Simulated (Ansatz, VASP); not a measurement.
# Two plane-wave programs on SrB3Rh

```xyz
5
Lattice="2.1545 -3.1182 0.0000 2.1545 3.1182 0.0000 0.0000 0.0000 5.5069" Properties=species:S:1:pos:R:3 pbc="T T T"
Sr    0.0000    0.0000    2.7534
B     1.0772    1.5591    0.0000
B     1.0772   -1.5591    0.0000
B     2.1545    0.0000    2.7534
Rh    2.1545    0.0000    0.0000
```

Alike in both runs: task relaxation of cell and atoms; functional PBE; k mesh 6 × 6 × 4; occupations gaussian, width 0.1 eV; no spin polarisation.

|  | VASP | Ansatz |
| --- | --- | --- |
| version | VASP 6.6.1 | Ansatz 0.2.0 |
| potentials or method | VASP PAW PBE potentials, release 64 (Sr_sv, B, Rh_pv), cutoff 600 eV | scalar-relativistic, plane waves, PAW |
| valence electrons in the cell | 34 | 36 |

```tsv
	VASP	Ansatz	Ansatz less VASP
gap on the k mesh at the Fermi level, each at its own relaxed structure (eV)	none	none	-
relaxed volume (Å³/atom)	14.28	14.30	+0.012
relaxed cell length with the largest relative difference (Å)	4.148	4.151	+0.0022
```

A gap of «none» marks a metal or a gap that the smearing closes. VASP's potentials hold 34 valence electrons a cell and Ansatz's 36, so a difference there can come from the potentials and not from the codes.
